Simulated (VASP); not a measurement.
The system is MnAs.

```xyz
2
Lattice="0.0000 2.8300 2.8300 2.8300 0.0000 2.8300 2.8300 2.8300 0.0000" Properties=species:S:1:pos:R:3 pbc="T T T"
Mn    0.0000    0.0000    0.0000
As    1.4150    1.4150    1.4150
```

Base run:

| Property | Result |
| --- | --- |
| Program | VASP 6.6.1 |
| Functional | PBE |
| Potentials or basis | VASP PAW PBE potentials, release 64 (Mn_pv, As) |
| Cutoff | 520 eV |
| k mesh | 12 × 12 × 12 |
| Occupations | gaussian, width 0.05 eV |
| Spin | collinear spin, ferromagnetic start |
| Starting moments | [3.89, 0.0] μB |

Its results: pressure 0.1 GPa.

Q: The run is repeated on the same cell with these changes: spin from collinear spin, ferromagnetic start to no spin polarisation; further incar settings from ALGO = Normal; EDIFF = 1e-06; NBANDS = 20 to ALGO = Normal; EDIFF = 1e-06; NBANDS = 16. What comes out?

A: Pressure -13.1 GPa.

Caveats: a cell with one magnetic atom can't hold antiferromagnetic order, which such compounds often take (some runs).
